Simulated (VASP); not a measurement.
Runs of VASP 6.6.1 on Hf. The structure is that of space group Pm-3m (No. 221), or close to it. The cells are those of the table. 

| task | cell | cutoff (eV) | gap on the mesh (eV) | pressure (GPa) |
| --- | --- | --- | --- | --- |
| relaxation of cell and atoms | relaxed to 40 GPa from a = 2.910 Å, 1 atom | 600 | none | 40.2 |
| relaxation of cell and atoms | relaxed to 60 GPa from a = 2.910 Å, 1 atom | 600 | none | 59.9 |
| single point | a = 2.730 Å, 1 atom | 520 | none | 19.5 |
| relaxation of cell and atoms | relaxed to 20 GPa from a = 2.910 Å, 1 atom | 600 | none | 20.0 |
| single point | a = 2.626 Å, 1 atom | 520 | none | 39.2 |
| single point | a = 2.556 Å, 1 atom | 520 | none | 58.9 |
| relaxation of cell and atoms | relaxed from a = 2.910 Å, 1 atom | 600 | none | -0.1 |
| single point | a = 2.917 Å, 1 atom | 520 | none | (a) |

Alike in all rows: level PBE; potentials or basis VASP PAW PBE potentials, release 64 (Hf_pv); no spin polarisation; k mesh 15 × 15 × 15; smearing fermi-dirac 0.05 eV.

Question: Fill in the values left out.

Answer: (a) -0.3.

Caveats: spin-orbit coupling is left out, which moves the levels of the heavy elements; the cell is relaxed towards a set pressure, so the enthalpy falls and the energy may rise (some runs).

A k mesh can miss the band edges, and the runs leave out spin-orbit coupling on Hf.

A gap of «none» marks levels without a gap at the run's occupations.
